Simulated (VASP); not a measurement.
Si (a cell with a defect), 65 atoms in the cell. The cell holds a defect, 65 atoms: a = 10.866 Å, b = 10.866 Å, c = 10.866 Å, α = 90.00°, β = 90.00°, γ = 90.00°. 

```yaml
Program: VASP 6.6.1
Task: single point
Functional: PBEsol
Potentials_or_basis: VASP PAW PBE potentials, release 64 (Si)
Cutoff: 520 eV
k_mesh: 1 × 1 × 1, shifted
Occupations: fermi-dirac, width 0.05 eV
Spin: no spin polarisation
Dipole_correction: no
Charge: -2
Further_INCAR_settings: LREAL = Auto; ALGO = Normal; EDIFF = 1e-06; NBANDS = 168; ISYM = 0; NELECT = 262.0
```

Potentials or basis: VASP PAW PBE potentials, release 64 (Si).

Run with:

```sh
$ cat potpaw_PBE.64/Si/POTCAR > POTCAR
$ mpirun -np 1 vasp_std > vasp.out
```

Hardware: 1 thread of Intel(R) Xeon(R) 6975P-C (Granite Rapids) (shared host).

Task: Estimate the wall time of this run.

Result: Wall time 16 min on 1 thread of Intel(R) Xeon(R) 6975P-C (Granite Rapids), on a shared host, peak memory 1.3 GiB. Counts: scf iterations 15, k points 4.
